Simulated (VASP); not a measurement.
# GaN (l.eB) (F-43m) in VASP: notebook, part 2 of 2

VASP 6.6.1. The steps go on from the part before.

**3. Single point, LDA**

The input, INCAR:

```
  PREC = Accurate
  ENCUT = 600
  EDIFF = 1E-6
  ISMEAR = 0
  SIGMA = 0.02
  LREAL = F
  LASPH = T
  NELM = 120
  ALGO = Normal
  ISIF = 2
  LWAVE = F
  LCHARG = T
  GGA = CA
  LELF = T
  LVHAR = T
  NBANDS = 26
  GGA_COMPAT = F
```

The input, KPOINTS:

```
Automatic mesh
0
Gamma
  8 6 8
```

The input, POSCAR:

```
GaN
1.0
    3.1503047675      0.0000000000      0.0000000000
    0.0000000000      4.4552037691      0.0000000000
    0.0000000000      0.0000000000      3.1503047675
Ga N
2 2
Direct
    0.0000000000      0.0000000000      0.0000000000
    0.5000000000      0.5000000000      0.5000000000
    0.5000000000      0.2500000000      0.0000000000
    0.0000000000      0.7500000000      0.5000000000
```

Potentials or basis: VASP PAW LDA potentials, release 64 (Ga_d, N).

Run with:

```console
$ cat potpaw_LDA.64/Ga_d/POTCAR potpaw_LDA.64/N/POTCAR > POTCAR
$ mpirun -np 1 vasp_std > vasp.out
```

OUTCAR:

```text
PREC = Accurate
   ENCUT = 600
   EDIFF = 1E-6
   ISMEAR = 0
   LREAL = F
   LASPH = T
   NELM = 120
   ISIF = 2
   GGA = CA

 ion  position               nearest neighbor table
   1  0.000  0.000  0.000-   3 1.93   4 1.93   4 1.93   3 1.93
   2  0.500  0.500  0.500-   3 1.93   4 1.93   3 1.93   4 1.93
   3  0.500  0.250  0.000-   1 1.93   2 1.93   2 1.93   1 1.93
   4  0.000  0.750  0.500-   1 1.93   2 1.93   1 1.93   2 1.93

  LATTYP: Found a simple tetragonal cell.
 ALAT       =     3.1503047675
 C/A-ratio  =     1.4142135755

  Lattice vectors:

 A1 = (  -3.1503047675,   0.0000000000,   0.0000000000)
 A2 = (   0.0000000000,   0.0000000000,   3.1503047675)
 A3 = (   0.0000000000,   4.4552037691,   0.0000000000)

Analysis of symmetry for initial positions (statically):
=====================================================================
 Subroutine PRICEL returns following result:

  LATTYP: Found a face centered cubic cell.
 ALAT       =     4.4552037485

  Lattice vectors:

 A1 = (  -1.5751523837,   2.2276018845,   1.5751523837)
 A2 = (   0.0000000000,   0.0000000000,   3.1503047675)
 A3 = (   1.5751523837,   2.2276018846,   1.5751523837)

   2 primitive cells build up your supercell.

 Routine SETGRP: Setting up the symmetry group for a
 simple tetragonal supercell.

 Subroutine GETGRP returns: Found  8 space group operations
 (whereof  8 operations were pure point group operations)
 out of a pool of 16 trial point group operations.

The static configuration has the point symmetry D_2d.

Analysis of symmetry for dynamics (positions and initial velocities):
=====================================================================
 Subroutine PRICEL returns following result:

  LATTYP: Found a face centered cubic cell.
 ALAT       =     4.4552037485

[... 125 lines left out ...]
   PSTRESS=    0.0 pullay stress
   NELECT =      36.0000    total number of electrons
   NUPDOWN=      -1.0000    fix difference up-down
   EMIN   =  10.00;   EMAX   =-10.00  energy-range for DOS
   EFERMI =   0.00;   METHOD = LEGACY
   ISMEAR =     0;   SIGMA  =   0.02  broadening in eV -4-tet -1-fermi 0-gaus
   EFERMI_NEDOS =   21; number of points for ismear=-14 and -15
   IALGO  =     38    algorithm
   IMIX   =      4    mixing-type and parameters
     AMIX     =   0.40;   BMIX     =  1.00
     AMIX_MAG =   1.60;   BMIX_MAG =  1.00
  volume/ion in A,a.u.               =      11.05        74.59
  Fermi-wavevector in a.u.,A,eV,Ry     =   1.528685  2.888796 31.795166  2.336879
  Thomas-Fermi vector in A             =   2.636410
   LORBIT       =      0    0 simple, 1 ext, 2 COOP (PROOUT), +10 PAW based schemes
   GGA     = CA    functional components
   LHFCALC =     F    Hartree Fock is set to
   AEXX    =    0.0000 exact exchange contribution
   IVDW    =     0    specifies the selected vdW correction
   LEPSILON=     F    determine dielectric tensor
   LRPA    =     F    only Hartree local field effects (RPA)
 non-spin polarized calculation
 Gauss-broadening in eV      SIGMA  =   0.02
  energy-cutoff  :      600.00
  volume of cell :       44.22
 maximum number of plane-waves:      1508
 NGX is ok and might be reduce to    28
   NGX = 13   NGY = 17   NGZ = 13

 number of electron      35.9999999 magnetization

 Free energy of the ion-electron system (eV)
  ---------------------------------------------------
  ext. energy  EPLUGINS =         0.00000000
  ---------------------------------------------------
  free energy    TOTEN  =       -27.88800591 eV

  energy without entropy =      -27.88800591  energy(sigma->0) =      -27.88800591

 E-fermi :   5.5499     XC(G=0): -12.3045

 val. band max:        5.4211890847   @ k =   0.0000   0.0000   0.0000
 cond. band min:       7.3937072451   @ k =   0.0000   0.0000   0.0000
 fundamental gap:      1.9725181604
 Fermi energy:         5.5499283591

 k-point     1 :       0.0000    0.0000    0.0000
  band No.  band energies     occupation
      1     -10.6882      2.00000
      2      -9.5361      2.00000
      3      -8.1710      2.00000
      4      -8.1710      2.00000
      5      -8.1710      2.00000
      6      -8.0881      2.00000
[... 685 lines left out ...]
     25      17.5186      0.00000
     26      17.5186      0.00000

 [... further k-points ...]
[... 5 lines left out ...]
  --------------------------------------------------------------------------------------
  -------------------------------------------------------------------------------------
  Total        0.2950741      0.2931788      0.2950741      0.0000000      0.0000000      0.0000000
  in kB       10.6922475     10.6235674     10.6922475      0.0000000      0.0000000      0.0000000
  external PRESSURE =      10.6693542 kB  Pullay stress =       0.0000000 kB

 VOLUME and BASIS-vectors are now :
 -----------------------------------------------------------------------------
  energy-cutoff  :      600.00
  volume of cell :       44.22
      direct lattice vectors                 reciprocal lattice vectors
     3.150304768  0.000000000  0.000000000     0.317429606  0.000000000  0.000000000
     0.000000000  4.455203769  0.000000000     0.000000000  0.224456625  0.000000000
     0.000000000  0.000000000  3.150304768     0.000000000  0.000000000  0.317429606

 POSITION                                       TOTAL-FORCE (eV/Angst)
 -----------------------------------------------------------------------------------
      0.00000      0.00000      0.00000        -0.000000     -0.000000     -0.000000
      1.57515      2.22760      1.57515         0.000000     -0.000000      0.000000
      1.57515      1.11380      0.00000         0.000000      0.000000      0.000000
      0.00000      3.34140      1.57515         0.000000      0.000000     -0.000000
 -----------------------------------------------------------------------------------
    total drift:                                0.000000      0.000001      0.000000

  FREE ENERGIE OF THE ION-ELECTRON SYSTEM (eV)
  ---------------------------------------------------
  free  energy   TOTEN  =       -27.8880059072 eV

  energy  without entropy=      -27.8880059072  energy(sigma->0) =      -27.88800591
```

stdout:

```text
POSCAR found type information on POSCAR GaN
 POSCAR found :  2 types and       4 ions
 scaLAPACK will be used
 LDA part: xc-table for (Slater(with rela. corr.)+CA(PZ))
 , standard interpolation
 POSCAR, INCAR and KPOINTS ok, starting setup
 FFT: planning ... GRIDC
 FFT: planning ... GRID_SOFT
 FFT: planning ... GRID
 WAVECAR not read
 entering main loop
```

Run time: 1.8 min. Hardware: 1 thread of AMD EPYC 7R13, shared host; peak memory 0.17 GiB.

What came out:

* Free energy: -27.8880 eV
* Pressure: 1.1 GPa
* Band gap on the k mesh: 1.97 eV

Expect the measured gap to be larger: semilocal functionals such as LDA lack the derivative discontinuity.

**4. Single point, LDA**

The input, INCAR:

```
ALGO = Normal
EDIFF = 1E-6
ENCUT = 600
GGA_COMPAT = False
ISIF = 2
ISMEAR = 0
LASPH = True
LCHARG = False
LREAL = False
LWAVE = False
NBANDS = 26
NELM = 120
PREC = Accurate
SIGMA = 0.02
```

The input, KPOINTS:

```
k-points
0
Gamma
  8 6 8
```

POSCAR is that of step 3.

Run with:

```console
$ cat potpaw_LDA.64/Ga_d/POTCAR potpaw_LDA.64/N/POTCAR > POTCAR
$ mpirun -np 1 vasp_std > vasp.out
```

Wall time 97 s (1 thread of AMD EPYC 7R13, shared host); peak memory 0.17 GiB.

The run converged. Its results:

```yaml
Free_energy: -27.8880 eV
Pressure: 1.1 GPa
Band_gap_on_the_k_mesh: 1.97 eV
```

Levels at points of the mesh, in eV from the valence-band top:
```tsv
k point	band 14	band 15	band 16	band 17	band 18	band 19	band 20	band 21	band 22	band 23
(0.00, 0.00, 0.00)	-2.86	-2.86	0.00	0.00	0.00	1.97	3.26	6.69	10.33	10.33
(0.50, 0.00, 0.00)	-5.46	-3.44	-3.44	-1.09	-1.09	6.66	6.66	7.49	7.49	9.54
(0.00, 0.50, 0.00)	-3.43	-1.57	-1.57	-1.57	-1.57	4.64	4.64	7.45	7.45	11.58
(0.50, 0.50, 0.00)	-7.35	-1.02	-1.02	-1.02	-1.02	4.78	4.78	8.77	8.77	10.38
(0.50, 0.00, 0.50)	-6.35	-2.86	-2.86	-2.86	-2.86	3.26	3.26	6.69	6.69	11.75
(0.50, 0.50, 0.50)	-5.91	-3.90	-3.90	-3.87	-3.87	6.18	6.18	8.59	8.59	10.42
```

Expect the measured gap to be larger: semilocal functionals such as LDA lack the derivative discontinuity.

**5. Single point, LDA**

The input, INCAR:

```
PREC = Accurate ; ENCUT = 600
EDIFF = 1E-6 ; ISMEAR = 0
SIGMA = 0.02 ; LREAL = F
LASPH = T ; NELM = 120
ALGO = Normal ; ISIF = 2
LWAVE = F ; LCHARG = F
NBANDS = 26 ; GGA_COMPAT = F
```

The input, KPOINTS:

```
Automatic mesh
0
Gamma
  8 6 8
```

The input, POSCAR:

```
GaN
1.0
    3.1503047535      0.0000000000      0.0000000000
    0.0000000000      4.4552037691      0.0000000000
    0.0000000000      0.0000000000      3.1503047815
Ga N
2 2
Direct
    0.0000000000      0.0000000000      0.0000000000
    0.5000000000      0.5000000000      0.5000031000
    0.5000000000      0.2500000000      0.0000000000
    0.0000000000      0.7500000000      0.5000031000
```

Run with:

```console
$ cat potpaw_LDA.64/Ga_d/POTCAR potpaw_LDA.64/N/POTCAR > POTCAR
$ mpirun -np 1 vasp_std > vasp.out
```

Wall time 2 min (1 thread of AMD EPYC 7R13, shared host); peak memory 0.17 GiB.

It converged, with:

| Quantity | Value |
| --- | --- |
| Free energy | -27.8880 eV |
| Pressure | 1.1 GPa |
| Band gap on the k mesh | 1.97 eV |

Levels at points of the mesh, in eV from the valence-band top:
| k point | band 14 | band 15 | band 16 | band 17 | band 18 | band 19 | band 20 | band 21 | band 22 | band 23 |
| --- | --- | --- | --- | --- | --- | --- | --- | --- | --- | --- |
| (0.00, 0.00, 0.00) | -2.86 | -2.86 | 0.00 | 0.00 | 0.00 | 1.97 | 3.26 | 6.69 | 10.33 | 10.33 |
| (0.50, 0.00, 0.00) | -5.46 | -3.44 | -3.44 | -1.09 | -1.09 | 6.66 | 6.66 | 7.49 | 7.49 | 9.54 |
| (0.00, 0.50, 0.00) | -3.43 | -1.57 | -1.57 | -1.57 | -1.57 | 4.64 | 4.64 | 7.45 | 7.45 | 11.58 |
| (0.50, 0.50, 0.00) | -7.35 | -1.02 | -1.02 | -1.02 | -1.02 | 4.78 | 4.78 | 8.77 | 8.77 | 10.38 |
| (0.50, 0.00, 0.50) | -6.35 | -2.86 | -2.86 | -2.86 | -2.86 | 3.26 | 3.26 | 6.69 | 6.69 | 11.75 |
| (0.50, 0.50, 0.50) | -5.91 | -3.90 | -3.90 | -3.87 | -3.87 | 6.18 | 6.18 | 8.59 | 8.59 | 10.42 |

LDA gaps usually lie below the measured ones, often by a third to a half.
